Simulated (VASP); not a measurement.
A run of VASP 6.6.1:

File INCAR:

```
PREC = Accurate
ENCUT = 520
EDIFF = 1E-6
ISMEAR = 0
SIGMA = 0.1
LREAL = False
LASPH = True
NELM = 60
ALGO = Fast
ISIF = 2
LWAVE = False
LCHARG = False
LDIPOL = True
IDIPOL = 3
DIPOL = 0.5 0.5 0.294
GGA = PE
NBANDS = 104
```

KPOINTS

```
Automatic mesh
0
Gamma
  6 6 1
```

The input POSCAR:

```
HRh6
1.0
    5.4165863251      0.0000000000      0.0000000000
   -2.7082931626      4.6909013593      0.0000000000
    0.0000000000      0.0000000000     22.2966119230
Rh H
12 2
Direct
    0.3333333333      0.1666666667      0.1793994538
    0.3333333333      0.6666666667      0.1793994538
    0.8333333333      0.1666666667      0.1793994538
    0.8333333333      0.6666666667      0.1793994538
    0.1666666667      0.3333333333      0.2757769167
    0.1666666667      0.8333333333      0.2757769167
    0.6666666667      0.3333333333      0.2757769167
    0.6666666667      0.8333333333      0.2757769167
    0.0000000000      0.0000000000      0.3721019118
    0.0000000000      0.5000000000      0.3721019118
    0.5000000000      0.0000000000      0.3721019118
    0.5000000000      0.5000000000      0.3721019118
    0.1308864316      0.2617728632      0.4066363066
    0.3691135684      0.7382271368      0.4066363066
```

Potentials or basis: VASP PAW PBE potentials, release 64 (Rh_pv, H).

The run is started by

```console
$ cat potpaw_PBE.64/Rh_pv/POTCAR potpaw_PBE.64/H/POTCAR > POTCAR
$ mpirun -np 1 vasp_std > vasp.out
```

Hardware: 1 thread of Oxide Virtual Turin-like Processor (shared host).

Problem. How long does it take, and how much memory?

Solution. Run time: 58 min on 1 thread of Oxide Virtual Turin-like Processor (shared host), peak memory 0.87 GiB. Counts: scf iterations 36, k points 13.
